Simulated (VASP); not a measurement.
# P in VASP: further runs

The runs below take P through single point, with PBEsol.

Everything below comes from runs of VASP 6.6.1. Logs are shortened: lines on timing, memory, paths and dates and some standing lists are left out, and cuts for length are marked.

### Step 1. The cell of the first run

The cell holds a slab with vacuum, 4 atoms: a = 3.022 Å, b = 32.085 Å, c = 4.792 Å, α = 90.00°, β = 90.00°, γ = 90.00°.

### Step 2. Single point, PBEsol (strain -0.080 along x and y, +0.080 along z)

INCAR reads:

```
  PREC = Accurate
  ENCUT = 520
  EDIFF = 1E-6
  ISMEAR = 0
  SIGMA = 0.05
  LREAL = F
  LASPH = T
  NELM = 80
  ALGO = Normal
  ISIF = 2
  LWAVE = F
  LCHARG = F
  GGA = PS
  NBANDS = 18
```

KPOINTS reads:

```
Automatic mesh
0
Gamma
  8 1 6
```

POSCAR reads:

```
P
1.0
    3.0216177471      0.0000000000      0.0000000000
    0.0000000000     32.0847673518      0.0000000000
    0.0000000000      0.0000000000      4.7918629625
P
4
Direct
    0.0000000000      0.9696876239      0.5826201324
    0.0000000000      0.0303123761      0.4173798676
    0.5000000000      0.0303123761      0.0826201324
    0.5000000000      0.9696876239      0.9173798676
```

Potentials or basis: VASP PAW PBE potentials, release 64 (P).

Started as:

```
cat potpaw_PBE.64/P/POTCAR > POTCAR
mpirun -np 1 vasp_std > vasp.out
```

OUTCAR:

```text
PREC = Accurate
   ENCUT = 520
   EDIFF = 1E-6
   ISMEAR = 0
   LREAL = F
   LASPH = T
   NELM = 80
   ISIF = 2
   GGA = PS

 ion  position               nearest neighbor table
   1  0.000  0.970  0.583-   2 2.10   4 2.20   4 2.20
   2  0.000  0.030  0.417-   1 2.10   3 2.20   3 2.20
   3  0.500  0.030  0.083-   4 2.10   2 2.20   2 2.20
   4  0.500  0.970  0.917-   3 2.10   1 2.20   1 2.20

  LATTYP: Found a simple orthorhombic cell.
 ALAT       =     3.0216177471
 B/A-ratio  =     1.5858600801
 C/A-ratio  =    10.6184071041

  Lattice vectors:

 A1 = (  -3.0216177471,   0.0000000000,   0.0000000000)
 A2 = (   0.0000000000,   0.0000000000,   4.7918629625)
 A3 = (   0.0000000000,  32.0847673518,   0.0000000000)

Analysis of symmetry for initial positions (statically):
=====================================================================
 Subroutine PRICEL returns:
 Original cell was already a primitive cell.

 Routine SETGRP: Setting up the symmetry group for a
 simple orthorhombic supercell.

 Subroutine GETGRP returns: Found  8 space group operations
 (whereof  4 operations were pure point group operations)
 out of a pool of  8 trial point group operations.

The static configuration has the point symmetry C_2h.
 The point group associated with its full space group is D_2h.

Analysis of symmetry for dynamics (positions and initial velocities):
=====================================================================
 Subroutine PRICEL returns:
 Original cell was already a primitive cell.

 Routine SETGRP: Setting up the symmetry group for a
 simple orthorhombic supercell.

 Subroutine GETGRP returns: Found  8 space group operations
 (whereof  4 operations were pure point group operations)
 out of a pool of  8 trial point group operations.

The dynamic configuration has the point symmetry C_2h.
 The point group associated with its full space group is D_2h.

 Subroutine INISYM returns: Found  8 space group operations
 (whereof  4 operations are pure point group operations),
 and found     1 'primitive' translations

----------------------------------------------------------------------------------------

                                     Primitive cell

  volume of cell :     464.5611

  direct lattice vectors                    reciprocal lattice vectors
     3.021617747  0.000000000  0.000000000     0.330948546  0.000000000  0.000000000
     0.000000000 32.084767352  0.000000000     0.000000000  0.031167438  0.000000000
     0.000000000  0.000000000  4.791862962     0.000000000  0.000000000  0.208687103

  length of vectors
     3.021617747 32.084767352  4.791862962     0.330948546  0.031167438  0.208687103

  position of ions in fractional coordinates (direct lattice)
     0.000000000  0.969687624  0.582620132
     0.000000000  0.030312376  0.417379868
     0.500000000  0.030312376  0.082620132
     0.500000000  0.969687624  0.917379868

  ion indices of the primitive-cell ions
   primitive index   ion index
                 1           1
                 2           2
                 3           3
                 4           4

----------------------------------------------------------------------------------------

 KPOINTS: Automatic mesh

Automatic generation of k-mesh.
 Grid dimensions read from file:
 generate k-points for:    8    1    6

 Generating k-lattice:

  Cartesian coordinates                     Fractional coordinates (reciprocal lattice)
     0.041368568  0.000000000  0.000000000     0.125000000  0.000000000  0.000000000
     0.000000000  0.031167438  0.000000000     0.000000000  1.000000000  0.000000000
     0.000000000  0.000000000  0.034781184     0.000000000  0.000000000  0.166666667

  Length of vectors
     0.041368568  0.031167438  0.034781184

  Shift w.r.t. Gamma in fractional coordinates (k-lattice)
     0.000000000  0.000000000  0.000000000

 Subroutine IBZKPT returns following result:
 ===========================================

 Found     20 irreducible k-points:

 Following reciprocal coordinates:
            Coordinates               Weight
  0.000000  0.000000  0.000000      1.000000
  0.125000  0.000000  0.000000      2.000000
  0.250000  0.000000  0.000000      2.000000
  0.375000  0.000000  0.000000      2.000000
  0.500000  0.000000  0.000000      1.000000
  0.000000  0.000000  0.166667      2.000000
[... 12 lines left out ...]
  0.375000  0.000000  0.500000      2.000000
  0.500000  0.000000  0.500000      1.000000
   k-points           NKPTS =     20   k-points in BZ     NKDIM =     20   number of bands    NBANDS=     18
   number of dos      NEDOS =    301   number of ions     NIONS =      4
   total plane-waves  NPLWV = 207360
   dimension x,y,z NGX =    24 NGY =  240 NGZ =   36
   dimension x,y,z NGXF=    48 NGYF=  480 NGZF=   72
   ions per type =               4
   NGX,Y,Z   is equivalent  to a cutoff of  13.20, 12.44, 12.49 a.u.
   NGXF,Y,Z  is equivalent  to a cutoff of  26.41, 24.87, 24.98 a.u.
 SYSTEM =  unknown system
   PREC   = accura    normal or accurate (medium, high low for compatibility)
   ISTART =      0    job   : 0-new  1-cont  2-samecut
   ICHARG =      2    charge: 1-file 2-atom 10-const
   ISPIN  =      1    spin polarized calculation?
   LNONCOLLINEAR =      F non collinear calculations
   LSORBIT =      F    spin-orbit coupling
   LASPH  =      T    aspherical Exc in radial PAW
   ENCUT  =  520.0 eV  38.22 Ry    6.18 a.u.   5.62 59.66  8.91*2*pi/ulx,y,z
   NELM   =     80;   NELMIN=  2; NELMDL= -5     # of ELM steps
   EDIFF  = 0.1E-05   stopping-criterion for ELM
   LREAL  =      F    real-space projection
   EDIFFG = 0.1E-04   stopping-criterion for IOM
   NSW    =      0    number of steps for IOM
   IBRION =     -1    ionic relax: 0-MD 1-quasi-New 2-CG
   NFREE  =      0    steps in history (QN), initial steepest desc. (CG)
   ISIF   =      2    stress and relaxation
   ISYM   =      2    0-nonsym 1-usesym 2-fastsym
   POTIM  = 0.5000    time-step for ionic-motion
   TEBEG  =    0.0;   TEEND  =   0.0 temperature during run
   PSTRESS=    0.0 pullay stress
   NELECT =      20.0000    total number of electrons
   NUPDOWN=      -1.0000    fix difference up-down
   EMIN   =  10.00;   EMAX   =-10.00  energy-range for DOS
   EFERMI =   0.00;   METHOD = LEGACY
   ISMEAR =     0;   SIGMA  =   0.05  broadening in eV -4-tet -1-fermi 0-gaus
   EFERMI_NEDOS =   21; number of points for ismear=-14 and -15
   IALGO  =     38    algorithm
   IMIX   =      4    mixing-type and parameters
     AMIX     =   0.40;   BMIX     =  1.00
     AMIX_MAG =   1.60;   BMIX_MAG =  1.00
  volume/ion in A,a.u.               =     116.14       783.75
  Fermi-wavevector in a.u.,A,eV,Ry     =   0.573769  1.084267  4.479189  0.329211
  Thomas-Fermi vector in A             =   1.615186
   LORBIT       =      0    0 simple, 1 ext, 2 COOP (PROOUT), +10 PAW based schemes
   GGA     = PS    functional components
   LHFCALC =     F    Hartree Fock is set to
   AEXX    =    0.0000 exact exchange contribution
   IVDW    =     0    specifies the selected vdW correction
   LEPSILON=     F    determine dielectric tensor
   LRPA    =     F    only Hartree local field effects (RPA)
 non-spin polarized calculation
 Gauss-broadening in eV      SIGMA  =   0.05
  energy-cutoff  :      520.00
  volume of cell :      464.56
 maximum number of plane-waves:     12581
 NGX is ok and might be reduce to    24
   NGX = 11   NGY =119   NGZ = 17

 number of electron      20.0000000 magnetization

 Free energy of the ion-electron system (eV)
  ---------------------------------------------------
  ext. energy  EPLUGINS =         0.00000000
  ---------------------------------------------------
  free energy    TOTEN  =       -22.22131182 eV

  energy without entropy =      -22.22131182  energy(sigma->0) =      -22.22131182

 E-fermi :  -2.9795     XC(G=0):  -1.9256

 val. band max:       -3.2485329269   @ k =   0.0000   0.0000   0.0000
 cond. band min:      -2.7117050506   @ k =   0.2500   0.0000   0.0000
 fundamental gap:      0.5368278763
 Fermi energy:        -2.9795452549

 k-point     1 :       0.0000    0.0000    0.0000
  band No.  band energies     occupation
      1     -19.0602      2.00000
      2     -15.9887      2.00000
      3     -13.7853      2.00000
      4      -9.4768      2.00000
      5      -8.8118      2.00000
      6      -8.2951      2.00000
[... 10 lines left out ...]
     17       1.8570      0.00000
     18       1.9759      0.00000

 k-point     2 :       0.1250    0.0000    0.0000
  band No.  band energies     occupation
      1     -18.8370      2.00000
      2     -15.7545      2.00000
      3     -13.7092      2.00000
      4      -9.3114      2.00000
      5      -8.6021      2.00000
      6      -8.1833      2.00000
[... 10 lines left out ...]
     17       2.1156      0.00000
     18       2.2133      0.00000

 k-point     3 :       0.2500    0.0000    0.0000
  band No.  band energies     occupation
      1     -18.1760      2.00000
      2     -15.0549      2.00000
      3     -13.6848      2.00000
      4      -8.8844      2.00000
      5      -8.8485      2.00000
      6      -8.4603      2.00000
[... 10 lines left out ...]
     17       2.4198      0.00000
     18       2.8830      0.00000

 k-point     4 :       0.3750    0.0000    0.0000
  band No.  band energies     occupation
      1     -17.1104      2.00000
      2     -14.3612      2.00000
      3     -13.9003      2.00000
      4     -10.3596      2.00000
      5      -9.5921      2.00000
      6      -8.5797      2.00000
[... 291 lines left out ...]
      4     -11.7798      2.00000
      5      -8.5085      2.00000
      6      -8.5085      2.00000
[... 10 lines left out ...]
     17       3.3405      0.00000
     18       3.3405      0.00000

 k-point    19 :       0.3750    0.0000    0.5000
  band No.  band energies     occupation
      1     -16.0946      2.00000
      2     -16.0946      2.00000
      3     -12.1825      2.00000
      4     -12.1825      2.00000
      5      -9.2520      2.00000
      6      -9.2520      2.00000
[... 10 lines left out ...]
     17       3.2495      0.00000
     18       3.2495      0.00000

 k-point    20 :       0.5000    0.0000    0.5000
  band No.  band energies     occupation
      1     -15.4059      2.00000
      2     -15.4059      2.00000
      3     -12.9708      2.00000
      4     -12.9708      2.00000
      5      -8.4898      2.00000
      6      -8.4898      2.00000
[... 10 lines left out ...]
     17       3.5775      0.00000
     18       3.5775      0.00000

------------------------ aborting loop because EDIFF is reached ----------------------------------------

  FORCE on cell =-STRESS in cart. coord.  units (eV):
  Direction    XX          YY          ZZ          XY          YZ          ZX
  --------------------------------------------------------------------------------------
  -------------------------------------------------------------------------------------
  Total        7.6003257      6.2086120     -1.8889470      0.0000000     -0.0000000      0.0000000
  in kB       26.2119891     21.4122494     -6.5145969      0.0000000     -0.0000000      0.0000000
  external PRESSURE =      13.7032139 kB  Pullay stress =       0.0000000 kB

 VOLUME and BASIS-vectors are now :
 -----------------------------------------------------------------------------
  energy-cutoff  :      520.00
  volume of cell :      464.56
      direct lattice vectors                 reciprocal lattice vectors
     3.021617747  0.000000000  0.000000000     0.330948546  0.000000000  0.000000000
     0.000000000 32.084767352  0.000000000     0.000000000  0.031167438  0.000000000
     0.000000000  0.000000000  4.791862962     0.000000000  0.000000000  0.208687103

 POSITION                                       TOTAL-FORCE (eV/Angst)
 -----------------------------------------------------------------------------------
      0.00000     31.11220      2.79184         0.000000     -1.600399      1.220495
      0.00000      0.97257      2.00003        -0.000000      1.600399     -1.220495
      1.51081      0.97257      0.39590         0.000000      1.600399      1.220495
      1.51081     31.11220      4.39596        -0.000000     -1.600399     -1.220495
 -----------------------------------------------------------------------------------
    total drift:                               -0.000000     -0.000000     -0.000000

  FREE ENERGIE OF THE ION-ELECTRON SYSTEM (eV)
  ---------------------------------------------------
  free  energy   TOTEN  =       -22.2213118173 eV

  energy  without entropy=      -22.2213118173  energy(sigma->0) =      -22.22131182
```

It took 8.3 min on 1 thread of Oxide Virtual Turin-like, shared host; peak memory 0.48 GiB.

What came out:

```
Free energy            : -22.2213 eV
Largest force          : 2.013 eV/Å
Band gap on the k mesh : 0.54 eV (least direct gap 0.97 eV)
```

Forces in eV/Å, atoms in the order of the input:
```
P    0.000 -1.600  1.220
P    0.000  1.600 -1.220
P    0.000  1.600  1.220
P    0.000 -1.600 -1.220
```

Caveat: the cell differs from its parent crystal (strain -0.080 along x and y, +0.080 along z); the PAW data sets were made with another functional, which shifts forces and pressure a little.

### Step 3. Single point, PBEsol (strain +0.000 along x and y, -0.080 along z)

INCAR reads:

```
PREC     = Accurate       # precision mode
ENCUT    = 520            # plane-wave cutoff, eV
EDIFF    = 1E-6           # SCF threshold, eV
ISMEAR   = 0              # smearing method
SIGMA    = 0.05           # smearing width, eV
LREAL    = F              # projectors in reciprocal space
LASPH    = T              # aspherical terms in the spheres
NELM     = 60             # most SCF steps
ALGO     = Normal         # electronic algorithm
ISIF     = 2              # what is computed and relaxed
LWAVE    = F              # write WAVECAR
LCHARG   = F              # write CHGCAR
GGA      = PS             # functional
NBANDS   = 18             # bands
```

KPOINTS is that of step 2.

POSCAR reads:

```
P
1.0
    3.2843671164      0.0000000000      0.0000000000
    0.0000000000     34.8747471215      0.0000000000
    0.0000000000      0.0000000000      4.0819573385
P
4
Direct
    0.0000000000      0.9696876239      0.5826201324
    0.0000000000      0.0303123761      0.4173798676
    0.5000000000      0.0303123761      0.0826201324
    0.5000000000      0.9696876239      0.9173798676
```

Potentials or basis: VASP PAW PBE potentials, release 64 (P).

Started as:

```
cat potpaw_PBE.64/P/POTCAR > POTCAR
mpirun -np 1 vasp_std > vasp.out
```

Run time: 8.8 min. Hardware: 1 thread of Oxide Virtual Turin-like, shared host; peak memory 0.46 GiB.

It converged, with:

| Item | Value |
| --- | --- |
| Free energy | -22.6200 eV |
| Largest force | 1.246 eV/Å |
| Band gap on the k mesh | 0.10 eV (least direct gap 0.23 eV) |

Forces in eV/Å, atoms in the order of the input:
```
P    0.000 -0.157 -1.236
P    0.000  0.157  1.236
P    0.000  0.157 -1.236
P    0.000 -0.157  1.236
```

Levels at points of the mesh, in eV from the valence-band top:
```csv
k point,band 8,band 9,band 10,band 11,band 12,band 13
"(0.00, 0.00, 0.00)",-2.78,-2.33,-0.13,0.10,0.82,2.09
"(0.50, 0.00, 0.00)",-2.99,-2.45,-2.45,1.41,1.41,1.73
"(0.00, 0.00, 0.50)",-3.53,-0.94,-0.94,1.61,1.61,3.01
"(0.50, 0.00, 0.50)",-5.59,-1.83,-1.83,1.82,1.82,5.45
```

Caveat: the cell differs from its parent crystal (strain +0.000 along x and y, -0.080 along z); the PAW data sets were made with another functional, which shifts forces and pressure a little.

### Step 4. Single point, PBEsol (strain -0.040 along x and y, +0.000 along z)

INCAR reads:

```
SYSTEM = P
  ALGO = Normal
  EDIFF = 1E-6
  ENCUT = 520
  GGA = PS
  ISIF = 2
  ISMEAR = 0
  LASPH = .TRUE.
  LCHARG = .FALSE.
  LREAL = .FALSE.
  LWAVE = .FALSE.
  NBANDS = 18
  NELM = 100
  PREC = Accurate
  SIGMA = 0.05
```

KPOINTS reads:

```
k-points
0
G
  8 1 6
  0 0 0
```

POSCAR reads:

```
P
1.0
    3.1529924317      0.0000000000      0.0000000000
    0.0000000000     33.4797572366      0.0000000000
    0.0000000000      0.0000000000      4.4369101505
P
4
Direct
    0.0000000000      0.9696876239      0.5826201324
    0.0000000000      0.0303123761      0.4173798676
    0.5000000000      0.0303123761      0.0826201324
    0.5000000000      0.9696876239      0.9173798676
```

Started as:

```
cat potpaw_PBE.64/P/POTCAR > POTCAR
mpirun -np 1 vasp_std > vasp.out
```

Run time: 7.7 min. Hardware: 1 thread of Oxide Virtual Turin-like, shared host; peak memory 0.51 GiB.

It converged, with:

| Quantity | Value |
| --- | --- |
| Free energy | -22.6771 eV |
| Largest force | 0.860 eV/Å |
| Band gap on the k mesh | 0.86 eV (least direct gap 0.90 eV) |

Forces in eV/Å, atoms in the order of the input:
```
P    0.000 -0.859 -0.051
P    0.000  0.859  0.051
P    0.000  0.859 -0.051
P    0.000 -0.859  0.051
```

Levels at points of the mesh, in eV from the valence-band top:
```
           k point  band 7  band 8  band 9  band 10  band 11  band 12  band 13  band 14
(0.00, 0.00, 0.00)   -3.22   -2.03   -1.29    -0.04     0.86     1.90     3.38     3.69
(0.50, 0.00, 0.00)   -2.91   -2.91   -2.08    -2.08     1.17     1.17     1.89     1.89
(0.00, 0.00, 0.50)   -2.25   -2.25   -1.23    -1.23     2.64     2.64     3.88     3.88
(0.50, 0.00, 0.50)   -5.00   -5.00   -1.17    -1.17     2.59     2.59     3.97     3.97
```

Caveat: the cell differs from its parent crystal (strain -0.040 along x and y, +0.000 along z); the PAW data sets were made with another functional, which shifts forces and pressure a little.

(Part 1 of 2 ends here.)
